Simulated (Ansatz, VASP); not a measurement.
# Two plane-wave programs on Bi

INCAR

```
SYSTEM = Bi
ALGO     = Normal         ! electronic algorithm
EDIFF    = 1E-6           ! SCF threshold, eV
ENCUT    = 520            ! plane-wave cutoff, eV
GGA      = PE             ! functional
ISIF     = 2              ! what is computed and relaxed
ISMEAR   = 0              ! smearing method
LASPH    = .TRUE.         ! aspherical terms in the spheres
LCHARG   = .FALSE.        ! write CHGCAR
LREAL    = .FALSE.        ! projectors in reciprocal space
LWAVE    = .FALSE.        ! write WAVECAR
NBANDS   = 14             ! bands
NELM     = 80             ! most SCF steps
PREC     = Accurate       ! precision mode
SIGMA    = 0.05           ! smearing width, eV
```

File KPOINTS:

```
k-points
0
G
  6 6 6
  0 0 0
```

File POSCAR:

```
Bi
1.0
    0.0000000000      2.6057589310      2.6057589310
    2.6057589310      0.0000000000      2.6057589310
    2.6057589310      2.6057589310      0.0000000000
Bi
1
Direct
    0.0000000000      0.0000000000      0.0000000000
```

Input for Ansatz:

```yaml
crystal:
  lattice:
    - [0.0, 2.605758931, 2.605758931]
    - [2.605758931, 0.0, 2.605758931]
    - [2.605758931, 2.605758931, 0.0]
  atoms:
    - { symbol: Bi, position: [0.0, 0.0, 0.0] }
basis:
  ecutwfc: 420
  ecutrho_ratio: 4
kpoints:
  mp_grid: { grid: [6, 6, 6] }
hamiltonian:
  xc: pbe
scf:
  occupations: { method: gaussian, width: 0.05 }
output:
  forces: true
  stress: true
  eigenvalues: true
```

Alike in both runs: task single point; functional PBE; k mesh 6 × 6 × 6; occupations gaussian, width 0.05 eV; no spin polarisation.

|  | VASP | Ansatz |
| --- | --- | --- |
| version | VASP 6.6.1 | Ansatz 0.2.0 |
| potentials or method | VASP PAW PBE potentials, release 64 (Bi_d), cutoff 520 eV | scalar-relativistic, plane waves, PAW |
| valence electrons in the cell | 15 | 15 |

```tsv
	VASP	Ansatz	Ansatz less VASP
gap on the k mesh at the Fermi level (eV)	none	none	-
pressure (GPa)	-4.8	-4.7	+0.05
```

A gap of «none» marks a metal or a gap that the smearing closes. The functional is the same, so the differences come from potentials, cutoffs and numerics.

Spin-orbit coupling is off throughout.
